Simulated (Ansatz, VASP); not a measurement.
**One calculation of PbO, two programs**

```xyz
4
Lattice="3.5665 0.0000 0.0000 -1.7832 3.0886 0.0000 0.0000 0.0000 6.4701" Properties=species:S:1:pos:R:3 pbc="T T T"
Pb    0.0000    0.0000    0.0000
Pb    0.0000    0.0000    3.2351
O     0.0000    2.0591    1.6175
O     1.7832    1.0295    4.8526
```

Alike in both runs: task single point; functional PBEsol; k mesh 6 × 6 × 4; occupations gaussian, width 0.2 eV; no spin polarisation.

|  | VASP | Ansatz |
| --- | --- | --- |
| version | VASP 6.6.1 | Ansatz 0.2.0 |
| potentials or method | VASP PAW PBE potentials, release 64 (Pb_d, O) | plane waves |
| plane-wave cutoff (eV) | 520 | 420 |
| valence electrons in the cell | 40 | 40 |

|  | VASP | Ansatz | Ansatz less VASP |
| --- | --- | --- | --- |
| pressure (GPa) | -2.0 | -2.0 | +0.04 |
| traceless stress, the component that is largest in VASP (GPa) | -0.22 | -0.22 | +0.003 |

VASP's potentials were made for PBE, not for PBEsol.

Neither program's run includes spin-orbit coupling.
